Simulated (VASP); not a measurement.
# GaP in VASP: notebook, part 2 of 2

VASP 6.6.1.

### Step 3. Single point, PBE

INCAR reads:

```
SYSTEM = GaP
  PREC = Accurate
  ENCUT = 520
  EDIFF = 1E-6
  ISMEAR = -1
  SIGMA = 0.08
  LREAL = .FALSE.
  LASPH = .TRUE.
  NELM = 60
  ALGO = Normal
  ISIF = 2
  LWAVE = .FALSE.
  LCHARG = .FALSE.
  GGA = PE
  NBANDS = 16
```

KPOINTS reads:

```
regular mesh
0
G
  12 12 12
  0 0 0
```

POSCAR reads:

```
GaP
1.0
    0.0000000000      2.7252500000      2.7252500000
    2.7252500000      0.0000000000      2.7252500000
    2.7252500000      2.7252500000      0.0000000000
Ga P
1 1
Direct
    0.0000000000      0.0000000000      0.0000000000
    0.7500000000      0.7500000000      0.7500000000
```

Potentials or basis: VASP PAW PBE potentials, release 64 (Ga_d, P).

The run is started by

```
> cat potpaw_PBE.64/Ga_d/POTCAR potpaw_PBE.64/P/POTCAR > POTCAR
> mpirun -np 1 vasp_std > vasp.out
```

OUTCAR:

```text
SYSTEM = GaP
   PREC = Accurate
   ENCUT = 520
   EDIFF = 1E-6
   ISMEAR = -1
   LREAL = .FALSE.
   LASPH = .TRUE.
   NELM = 60
   ISIF = 2
   GGA = PE

 ion  position               nearest neighbor table
   1  0.000  0.000  0.000-   2 2.36   2 2.36   2 2.36   2 2.36
   2  0.750  0.750  0.750-   1 2.36   1 2.36   1 2.36   1 2.36

  LATTYP: Found a face centered cubic cell.
 ALAT       =     5.4505000000

  Lattice vectors:

 A1 = (   0.0000000000,   2.7252500000,   2.7252500000)
 A2 = (   2.7252500000,   0.0000000000,   2.7252500000)
 A3 = (   2.7252500000,   2.7252500000,   0.0000000000)

Analysis of symmetry for initial positions (statically):
=====================================================================
 Subroutine PRICEL returns:
 Original cell was already a primitive cell.

 Routine SETGRP: Setting up the symmetry group for a
 face centered cubic supercell.

 Subroutine GETGRP returns: Found 24 space group operations
 (whereof 24 operations were pure point group operations)
 out of a pool of 48 trial point group operations.

The static configuration has the point symmetry T_d .

Analysis of symmetry for dynamics (positions and initial velocities):
=====================================================================
 Subroutine PRICEL returns:
 Original cell was already a primitive cell.

 Routine SETGRP: Setting up the symmetry group for a
 face centered cubic supercell.

 Subroutine GETGRP returns: Found 24 space group operations
 (whereof 24 operations were pure point group operations)
 out of a pool of 48 trial point group operations.

The dynamic configuration has the point symmetry T_d .

 Subroutine INISYM returns: Found 24 space group operations
 (whereof 24 operations are pure point group operations),
 and found     1 'primitive' translations
[... 103 lines left out ...]
   POTIM  = 0.5000    time-step for ionic-motion
   TEBEG  =    0.0;   TEEND  =   0.0 temperature during run
   PSTRESS=    0.0 pullay stress
   NELECT =      18.0000    total number of electrons
   NUPDOWN=      -1.0000    fix difference up-down
   EMIN   =  10.00;   EMAX   =-10.00  energy-range for DOS
   EFERMI =   0.00;   METHOD = LEGACY
   ISMEAR =    -1;   SIGMA  =   0.08  broadening in eV -4-tet -1-fermi 0-gaus
   EFERMI_NEDOS =   21; number of points for ismear=-14 and -15
   IALGO  =     38    algorithm
   IMIX   =      4    mixing-type and parameters
     AMIX     =   0.40;   BMIX     =  1.00
     AMIX_MAG =   1.60;   BMIX_MAG =  1.00
  volume/ion in A,a.u.               =      20.24       136.59
  Fermi-wavevector in a.u.,A,eV,Ry     =   1.249538  2.361284 21.243377  1.561344
  Thomas-Fermi vector in A             =   2.383574
   LORBIT       =      0    0 simple, 1 ext, 2 COOP (PROOUT), +10 PAW based schemes
   GGA     = PE    functional components
   LHFCALC =     F    Hartree Fock is set to
   AEXX    =    0.0000 exact exchange contribution
   IVDW    =     0    specifies the selected vdW correction
   LEPSILON=     F    determine dielectric tensor
   LRPA    =     F    only Hartree local field effects (RPA)
 non-spin polarized calculation
  energy-cutoff  :      520.00
  volume of cell :       40.48
 maximum number of plane-waves:      1113
 NGX is ok and might be reduce to    30
   NGX = 15   NGY = 15   NGZ = 15

 number of electron      17.9999989 magnetization

 Free energy of the ion-electron system (eV)
  ---------------------------------------------------
  ext. energy  EPLUGINS =         0.00000000
  ---------------------------------------------------
  free energy    TOTEN  =        -9.11846929 eV

  energy without entropy =       -9.11846794  energy(sigma->0) =       -9.11846861

 E-fermi :   5.4356     XC(G=0):  -9.8337

 val. band max:        4.6507201747   @ k =   0.0000   0.0000   0.0000
 cond. band min:       6.2443597100   @ k =   0.4167   0.4167   0.0000
 fundamental gap:      1.5936395353
 Fermi energy:         5.4355902056

 k-point     1 :       0.0000    0.0000    0.0000
  band No.  band energies     occupation
      1      -9.8982      2.00000
      2      -9.8982      2.00000
      3      -9.8982      2.00000
      4      -9.7984      2.00000
      5      -9.7984      2.00000
      6      -7.8407      2.00000
[... 433 lines left out ...]
      3      -9.8633      2.00000
      4      -9.7981      2.00000
      5      -9.7925      2.00000
      6      -5.5567      2.00000
[... 8 lines left out ...]
     15      15.0108      0.00000
     16      16.6621      0.00000

 [... further k-points ...]
[... 5 lines left out ...]
  --------------------------------------------------------------------------------------
  -------------------------------------------------------------------------------------
  Total        0.6128231      0.6128231      0.6128231      0.0000000      0.0000000     -0.0000000
  in kB       24.2547430     24.2547430     24.2547430      0.0000000      0.0000000     -0.0000000
  external PRESSURE =      24.2547430 kB  Pullay stress =       0.0000000 kB

 VOLUME and BASIS-vectors are now :
 -----------------------------------------------------------------------------
  energy-cutoff  :      520.00
  volume of cell :       40.48
      direct lattice vectors                 reciprocal lattice vectors
     0.000000000  2.725250000  2.725250000    -0.183469406  0.183469406  0.183469406
     2.725250000  0.000000000  2.725250000     0.183469406 -0.183469406  0.183469406
     2.725250000  2.725250000  0.000000000     0.183469406  0.183469406 -0.183469406

 POSITION                                       TOTAL-FORCE (eV/Angst)
 -----------------------------------------------------------------------------------
      0.00000      0.00000      0.00000         0.000000     -0.000000      0.000000
      4.08788      4.08788      4.08788        -0.000000      0.000000     -0.000000
 -----------------------------------------------------------------------------------
    total drift:                               -0.000002     -0.000002     -0.000002

  FREE ENERGIE OF THE ION-ELECTRON SYSTEM (eV)
  ---------------------------------------------------
  free  energy   TOTEN  =        -9.1184692912 eV

  energy  without entropy=       -9.1184679385  energy(sigma->0) =       -9.11846861
```

stdout:

```text
POSCAR found type information on POSCAR GaP
 POSCAR found :  2 types and       2 ions
 scaLAPACK will be used
 LDA part: xc-table for (Slater+PW92), standard interpolation
 POSCAR, INCAR and KPOINTS ok, starting setup
 FFT: planning ... GRIDC
 FFT: planning ... GRID_SOFT
 FFT: planning ... GRID
 WAVECAR not read
 entering main loop
```

Wall time 95 s (1 thread of AMD EPYC 7R13 (Zen 3), shared host); peak memory 0.16 GiB.

What came out:

```yaml
Free_energy: -9.1185 eV
Pressure: 2.4 GPa
Band_gap_on_the_k_mesh: 1.59 eV, indirect (least direct gap 1.83 eV)
```

Levels at points of the mesh, in eV from the valence-band top:
| k point | band 7 | band 8 | band 9 | band 10 | band 11 | band 12 |
| --- | --- | --- | --- | --- | --- | --- |
| (0.00, 0.00, 0.00) | 0.00 | 0.00 | 0.00 | 1.83 | 3.89 | 3.89 |
| (0.50, 0.00, 0.00) | -6.63 | -1.12 | -1.12 | 1.67 | 4.72 | 4.72 |
| (0.50, 0.50, 0.00) | -6.75 | -2.68 | -2.68 | 1.66 | 1.82 | 10.60 |

### Step 4. Single point, PBE (z stretched by -1 % at fixed volume)

INCAR reads:

```
SYSTEM = GaP
ALGO     = Normal         ! electronic algorithm
EDIFF    = 1E-6           ! SCF threshold, eV
ENCUT    = 520            ! plane-wave cutoff, eV
GGA      = PE             ! functional
ISIF     = 2              ! what is computed and relaxed
ISMEAR   = -1             ! smearing method
LASPH    = .True.         ! aspherical terms in the spheres
LCHARG   = .False.        ! write CHGCAR
LREAL    = .False.        ! projectors in reciprocal space
LWAVE    = .False.        ! write WAVECAR
NBANDS   = 16             ! bands
NELM     = 60             ! most SCF steps
PREC     = Accurate       ! precision mode
SIGMA    = 0.08           ! smearing width, eV
```

KPOINTS reads:

```
k-points
0
Gamma
  12 12 12
  0 0 0
```

POSCAR reads:

```
GaP
1.0
    0.0000000000      2.7389793062      2.6979975000
    2.7389793062      0.0000000000      2.6979975000
    2.7389793062      2.7389793062      0.0000000000
Ga P
1 1
Direct
    0.0000000000      0.0000000000      0.0000000000
    0.7500000000      0.7500000000      0.7500000000
```

The run is started by

```
> cat potpaw_PBE.64/Ga_d/POTCAR potpaw_PBE.64/P/POTCAR > POTCAR
> mpirun -np 1 vasp_std > vasp.out
```

Run time: 3 min. Hardware: 1 thread of AMD EPYC 7R13 (Zen 3), shared host; peak memory 0.21 GiB.

The run converged. Its results:

```
Free energy            : -9.1171 eV
Pressure               : 2.4 GPa
Band gap on the k mesh : 1.45 eV, indirect (least direct gap 1.77 eV)
```

Stress tensor (GPa, compression positive):
```
2.06 0.00 0.00
0.00 2.06 0.00
0.00 0.00 3.14
```

Levels at points of the mesh, in eV from the valence-band top:
| k point | band 7 | band 8 | band 9 | band 10 | band 11 | band 12 |
| --- | --- | --- | --- | --- | --- | --- |
| (0.00, 0.00, 0.00) | -0.08 | -0.08 | 0.00 | 1.77 | 3.82 | 3.85 |
| (0.50, 0.00, 0.00) | -6.68 | -1.23 | -1.11 | 1.61 | 4.61 | 4.73 |
| (0.50, 0.50, 0.00) | -6.74 | -2.80 | -2.80 | 1.53 | 1.67 | 10.54 |
| (0.50, 0.00, 0.50) | -6.84 | -2.71 | -2.70 | 1.64 | 1.82 | 10.53 |

 A k mesh can miss the band edges.

### Step 5. Against experiment

Step 2. Measured gap of GaP: 2.34 eV (indirect; 10 K; quoted in “Stacking defects in GaP nanowires: Electronic structure and optical properties”, 2018, arxiv:1810.01194). This calculation gives 1.59 eV (-0.75 eV). Spin-orbit coupling on Ga is left out. The value is that of PBE on a finite k mesh, which can miss the band edges, without temperature or zero-point motion. Semilocal functionals fall short of measured gaps as a rule.

Step 3. A measured gap of GaP is 2.34 eV (indirect; 10 K; quoted in “Stacking defects in GaP nanowires: Electronic structure and optical properties”, 2018, arxiv:1810.01194); the calculated 1.59 eV misses it by -0.75 eV. Spin-orbit coupling on Ga is left out. The value is that of PBE on a finite k mesh, which can miss the band edges, without temperature or zero-point motion. Semilocal functionals fall short of measured gaps as a rule.
